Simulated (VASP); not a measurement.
# Ba2Ho3Te in VASP: further runs

The runs below take Ba2Ho3Te through single point, with PBE.

Program: VASP 6.6.1. These are calculated values, not measurements. Logs are shortened: lines on timing, memory, paths and dates and some standing lists are left out, and cuts for length are marked.

## Step 1: The cell of the first run

The structure is hexagonal, space group P6/mmm (No. 191). Conventional cell: a = 6.324 Å, b = 6.324 Å, c = 11.339 Å, α = 90.00°, β = 90.00°, γ = 120.00°. Ba (site symmetry 6mm) has 1 Te at 3.24 Å within 4.3 Å. Ho (site symmetry mmm) has 2 Te at 3.16 Å and 4 Ho at 3.16 Å within 4.2 Å. Within 4.2 Å of Te (site symmetry 6/mmm) lie 6 Ho at 3.16 Å and 2 Ba at 3.24 Å.

The cell was generated, and may not be a known phase.

## Step 2: Single point, PBE

INCAR reads:

```
SYSTEM = Ba2Ho3Te
PREC = Accurate ; ENCUT = 500
EDIFF = 1E-6 ; ISMEAR = 0
SIGMA = 0.2 ; LREAL = .FALSE.
LASPH = .TRUE. ; NELM = 200
ALGO = Normal ; ISIF = 2
LWAVE = .FALSE. ; LCHARG = .FALSE.
GGA = PE ; NBANDS = 36
GGA_COMPAT = .FALSE. ; LMAXMIX = 6
```

KPOINTS reads:

```
Automatic mesh
0
G
  4 4 2
  0 0 0
```

POSCAR reads:

```
Ba2Ho3Te
1.0
    6.3235414047      0.0000000000      0.0000000000
   -3.1617707024      5.4763474984      0.0000000000
    0.0000000000      0.0000000000     11.3394695913
Ba Ho Te
2 3 1
Direct
    0.0000000000      0.0000000000      0.2853185437
    0.0000000000      0.0000000000      0.7146814563
    0.5000000000      0.0000000000      0.0000000000
    0.0000000000      0.5000000000      0.0000000000
    0.5000000000      0.5000000000      0.0000000000
    0.0000000000      0.0000000000      0.0000000000
```

Potentials or basis: VASP PAW PBE potentials, release 64 (Ba_sv, Ho_3, Te), 4f in core.

Started as:

```
$ cat potpaw_PBE.64/Ba_sv/POTCAR potpaw_PBE.64/Ho_3/POTCAR potpaw_PBE.64/Te/POTCAR > POTCAR
$ mpirun -np 1 vasp_std > vasp.out
```

OUTCAR:

```text
SYSTEM = Ba2Ho3Te
   PREC = Accurate
   ENCUT = 500
   EDIFF = 1E-6
   ISMEAR = 0
   LREAL = .FALSE.
   LASPH = .TRUE.
   NELM = 200
   ISIF = 2
   GGA = PE

 ion  position               nearest neighbor table
   1  0.000  0.000  0.285-   6 3.24
   2  0.000  0.000  0.715-   6 3.24
   3  0.500  0.000  0.000-   6 3.16   6 3.16   4 3.16   4 3.16   5 3.16   5 3.16
   4  0.000  0.500  0.000-   5 3.16   5 3.16   3 3.16   3 3.16   6 3.16   6 3.16
   5  0.500  0.500  0.000-   4 3.16   4 3.16   6 3.16   6 3.16   3 3.16   3 3.16
   6  0.000  0.000  0.000-   3 3.16   3 3.16   5 3.16   5 3.16   4 3.16   4 3.16   1 3.24   2 3.24

  LATTYP: Found a hexagonal cell.
 ALAT       =     6.3235414047
 C/A-ratio  =     1.7932150461

  Lattice vectors:

 A1 = (   6.3235414047,   0.0000000000,   0.0000000000)
 A2 = (  -3.1617707024,   5.4763474984,   0.0000000000)
 A3 = (   0.0000000000,   0.0000000000,  11.3394695913)

Analysis of symmetry for initial positions (statically):
=====================================================================
 Subroutine PRICEL returns:
 Original cell was already a primitive cell.

 Routine SETGRP: Setting up the symmetry group for a
 hexagonal supercell.

 Subroutine GETGRP returns: Found 24 space group operations
 (whereof 24 operations were pure point group operations)
 out of a pool of 24 trial point group operations.

The static configuration has the point symmetry D_6h.

Analysis of symmetry for dynamics (positions and initial velocities):
=====================================================================
 Subroutine PRICEL returns:
 Original cell was already a primitive cell.

 Routine SETGRP: Setting up the symmetry group for a
 hexagonal supercell.

 Subroutine GETGRP returns: Found 24 space group operations
 (whereof 24 operations were pure point group operations)
 out of a pool of 24 trial point group operations.

The dynamic configuration has the point symmetry D_6h.

 Subroutine INISYM returns: Found 24 space group operations
 (whereof 24 operations are pure point group operations),
 and found     1 'primitive' translations

----------------------------------------------------------------------------------------

                                     Primitive cell

  volume of cell :     392.6848

  direct lattice vectors                    reciprocal lattice vectors
     6.323541405  0.000000000  0.000000000     0.158139235  0.091301730  0.000000000
    -3.161770702  5.476347498  0.000000000     0.000000000  0.182603460  0.000000000
     0.000000000  0.000000000 11.339469591     0.000000000  0.000000000  0.088187546

[... 79 lines left out ...]
   NFREE  =      0    steps in history (QN), initial steepest desc. (CG)
   ISIF   =      2    stress and relaxation
   ISYM   =      2    0-nonsym 1-usesym 2-fastsym
   POTIM  = 0.5000    time-step for ionic-motion
   TEBEG  =    0.0;   TEEND  =   0.0 temperature during run
   PSTRESS=    0.0 pullay stress
   NELECT =      53.0000    total number of electrons
   NUPDOWN=      -1.0000    fix difference up-down
   EMIN   =  10.00;   EMAX   =-10.00  energy-range for DOS
   EFERMI =   0.00;   METHOD = LEGACY
   ISMEAR =     0;   SIGMA  =   0.20  broadening in eV -4-tet -1-fermi 0-gaus
   EFERMI_NEDOS =   21; number of points for ismear=-14 and -15
   IALGO  =     38    algorithm
   IMIX   =      4    mixing-type and parameters
     AMIX     =   0.40;   BMIX     =  1.00
     AMIX_MAG =   1.60;   BMIX_MAG =  1.00
  volume/ion in A,a.u.               =      65.45       441.66
  Fermi-wavevector in a.u.,A,eV,Ry     =   0.839754  1.586905  9.594649  0.705187
  Thomas-Fermi vector in A             =   1.954024
   LORBIT       =      0    0 simple, 1 ext, 2 COOP (PROOUT), +10 PAW based schemes
   GGA     = PE    functional components
   LHFCALC =     F    Hartree Fock is set to
   AEXX    =    0.0000 exact exchange contribution
   IVDW    =     0    specifies the selected vdW correction
   LEPSILON=     F    determine dielectric tensor
   LRPA    =     F    only Hartree local field effects (RPA)
 non-spin polarized calculation
 Gauss-broadening in eV      SIGMA  =   0.20
  energy-cutoff  :      500.00
  volume of cell :      392.68
 maximum number of plane-waves:     10016
 NGX is ok and might be reduce to    48
   NGX = 23   NGY = 23   NGZ = 41

 number of electron      53.0000000 magnetization

 Free energy of the ion-electron system (eV)
  ---------------------------------------------------
  ext. energy  EPLUGINS =         0.00000000
  ---------------------------------------------------
  free energy    TOTEN  =       -19.01415211 eV

  energy without entropy =      -18.81797922  energy(sigma->0) =      -18.91606567

 E-fermi :   0.9245     XC(G=0):  -6.6077

 val. band max:        0.8790059947   @ k =   0.2500   0.0000   0.0000
 cond. band min:       1.0253350068   @ k =   0.5000   0.0000   0.0000
 fundamental gap:      0.1463290121
 Fermi energy:         0.9244520875

 k-point     1 :       0.0000    0.0000    0.0000
  band No.  band energies     occupation
      1     -28.6218      2.00000
      2     -28.6197      2.00000
      3     -23.8229      2.00000
      4     -23.6384      2.00000
      5     -23.6384      2.00000
      6     -23.3696      2.00000
[... 301 lines left out ...]
     35       2.4082      0.00000
     36       2.5006      0.00000

------------------------ aborting loop because EDIFF is reached ----------------------------------------

  FORCE on cell =-STRESS in cart. coord.  units (eV):
  Direction    XX          YY          ZZ          XY          YZ          ZX
  --------------------------------------------------------------------------------------
  -------------------------------------------------------------------------------------
  Total        0.4729797      0.4729797      0.7753102     -0.0000000     -0.0000000     -0.0000000
  in kB        1.9297853      1.9297853      3.1633118     -0.0000000     -0.0000000     -0.0000000
  external PRESSURE =       2.3409608 kB  Pullay stress =       0.0000000 kB

 VOLUME and BASIS-vectors are now :
 -----------------------------------------------------------------------------
  energy-cutoff  :      500.00
  volume of cell :      392.68
      direct lattice vectors                 reciprocal lattice vectors
     6.323541405  0.000000000  0.000000000     0.158139235  0.091301730  0.000000000
    -3.161770702  5.476347498  0.000000000     0.000000000  0.182603460  0.000000000
     0.000000000  0.000000000 11.339469591     0.000000000  0.000000000  0.088187546

 POSITION                                       TOTAL-FORCE (eV/Angst)
 -----------------------------------------------------------------------------------
      0.00000      0.00000      3.23536        -0.000000     -0.000000      0.086553
      0.00000      0.00000      8.10411         0.000000      0.000000     -0.086553
      3.16177      0.00000      0.00000         0.000000     -0.000000      0.000000
     -1.58089      2.73817      0.00000         0.000000     -0.000000      0.000000
      1.58089      2.73817      0.00000         0.000000     -0.000000      0.000000
      0.00000      0.00000      0.00000         0.000000     -0.000000      0.000000
 -----------------------------------------------------------------------------------
    total drift:                               -0.000000      0.000000      0.000000

  FREE ENERGIE OF THE ION-ELECTRON SYSTEM (eV)
  ---------------------------------------------------
  free  energy   TOTEN  =       -19.0141521132 eV

  energy  without entropy=      -18.8179792246  energy(sigma->0) =      -18.91606567
```

OSZICAR:

```text
N       E                     dE             d eps       ncg     rms          rms(c)
DAV:   1     0.493048132665E+03    0.49305E+03   -0.19620E+04   664   0.114E+03
DAV:   2     0.490267230730E+02   -0.44402E+03   -0.43008E+03   984   0.541E+02
DAV:   3    -0.183613540567E+02   -0.67388E+02   -0.66045E+02  1024   0.154E+02
DAV:   4    -0.224295841580E+02   -0.40682E+01   -0.39778E+01  1072   0.501E+01
DAV:   5    -0.226863276918E+02   -0.25674E+00   -0.25318E+00  1144   0.102E+01    0.340E+01
DAV:   6    -0.192270345351E+02    0.34593E+01   -0.11868E+01   984   0.759E+00    0.142E+01
DAV:   7    -0.190216742418E+02    0.20536E+00   -0.19389E+00   952   0.591E+00    0.576E+00
DAV:   8    -0.190183118883E+02    0.33624E-02   -0.25875E-01   968   0.304E+00    0.137E+00
DAV:   9    -0.190149991759E+02    0.33127E-02   -0.49265E-02  1088   0.100E+00    0.417E-01
DAV:  10    -0.190145038741E+02    0.49530E-03   -0.15280E-02   976   0.440E-01    0.165E-01
DAV:  11    -0.190140495382E+02    0.45434E-03   -0.17471E-03   944   0.195E-01    0.105E-01
DAV:  12    -0.190140648408E+02   -0.15303E-04   -0.70615E-04   952   0.966E-02    0.360E-02
DAV:  13    -0.190141248885E+02   -0.60048E-04   -0.84376E-05   904   0.425E-02    0.193E-02
DAV:  14    -0.190141464674E+02   -0.21579E-04   -0.46324E-05   904   0.243E-02    0.118E-02
DAV:  15    -0.190141512028E+02   -0.47354E-05   -0.10922E-05   840   0.120E-02    0.425E-03
DAV:  16    -0.190141521132E+02   -0.91047E-06   -0.16285E-06   656   0.685E-03
   1 F= -.19014152E+02 E0= -.18916066E+02  d E =-.196173E+00
```

Run time: 2.2 min. Hardware: 1 thread of Intel Xeon Platinum 8488C (Sapphire Rapids), shared host; peak memory 0.5 GiB.

What came out:

```
Free energy            : -19.0142 eV
Pressure               : 0.2 GPa
Largest force          : 0.087 eV/Å
Band gap on the k mesh : zero (an odd number of electrons rules out a gap without spin polarisation)
```

Forces on the atoms (eV/Å):
```
Ba   0.000  0.000  0.087
Ba   0.000  0.000 -0.087
Ho   0.000  0.000  0.000
Ho   0.000  0.000  0.000
Ho   0.000  0.000  0.000
Te   0.000  0.000  0.000
```

Caveat: spin-orbit coupling is left out, which moves the levels of the heavy elements; the 4f electrons are frozen in the core, so they carry no moment and show no levels.

## Step 3: Single point, PBE

This run uses another cell than the first one, of 71.21 Å³/atom.

INCAR reads:

```
SYSTEM = Ba2Ho3Te
PREC = Accurate ; ENCUT = 500
EDIFF = 1E-6 ; ISMEAR = 0
SIGMA = 0.2 ; LREAL = .False.
LASPH = .True. ; NELM = 200
ALGO = Normal ; ISIF = 2
LWAVE = .False. ; LCHARG = .True.
GGA = PE ; LELF = .True.
LVHAR = .True. ; NBANDS = 36
GGA_COMPAT = .False. ; LMAXMIX = 6
```

KPOINTS reads:

```
Automatic mesh
0
Gamma
  3 3 3
  0 0 0
```

POSCAR reads:

```
Ba2Ho3Te
1.0
    6.6284826449     -0.0000000033      0.0000000000
   -3.3142413196      5.7404343607      0.0000000000
    0.0000000000      0.0000000000     11.2289880551
Ba Ho Te
2 3 1
Direct
    0.0000000000      0.0000000000      0.2230899952
    0.0000000000      0.0000000000      0.7769100048
    0.5000461349      0.0000000000      0.0000000000
    0.0000000000      0.5000461349      0.0000000000
    0.4999538651      0.4999538651      0.0000000000
    0.0000000000      0.0000000000      0.5000000000
```

Potentials or basis: VASP PAW PBE potentials, release 64 (Ba_sv, Ho_3, Te), 4f in core.

Started as:

```
$ cat potpaw_PBE.64/Ba_sv/POTCAR potpaw_PBE.64/Ho_3/POTCAR potpaw_PBE.64/Te/POTCAR > POTCAR
$ mpirun -np 1 vasp_std > vasp.out
```

Run time: 1.8 min. Hardware: 1 thread of Intel Xeon Platinum 8488C (Sapphire Rapids), shared host; peak memory 0.49 GiB.

Results (log left out):

```yaml
Free_energy: -17.5322 eV
Pressure: 0.3 GPa
Largest_force: 0.101 eV/Å
Band_gap_on_the_k_mesh: zero (an odd number of electrons rules out a gap without spin polarisation)
```

Forces in eV/Å, atoms in the order of the input:
```
Ba   0.000  0.000 -0.101
Ba   0.000  0.000  0.101
Ho  -0.001  0.000  0.000
Ho   0.000  0.000  0.000
Ho   0.000  0.000  0.000
Te   0.000  0.000  0.000
```

Stress tensor (GPa, compression positive):
```
0.04 0.00 0.00
0.00 0.04 0.00
0.00 0.00 0.74
```

Levels at points of the mesh, in eV from the Fermi level:
| k point | band 24 | band 25 | band 26 | band 27 | band 28 | band 29 | band 30 | band 31 |
| --- | --- | --- | --- | --- | --- | --- | --- | --- |
| (0.00, 0.00, 0.00) | -0.46 | -0.37 | -0.37 | -0.18 | -0.16 | 0.26 | 0.26 | 1.36 |

Caveat: the k points lie up to 0.36 Å⁻¹ apart, too coarse for converged energies and pressures of a metal; spin-orbit coupling is left out, which moves the levels of the heavy elements; the 4f electrons are frozen in the core, so they carry no moment and show no levels. Spin polarisation is off, so any magnetic state and its effect on volume and gap are missing.

The gap in the log of VASP goes by the Fermi energy; the results here count the filled bands.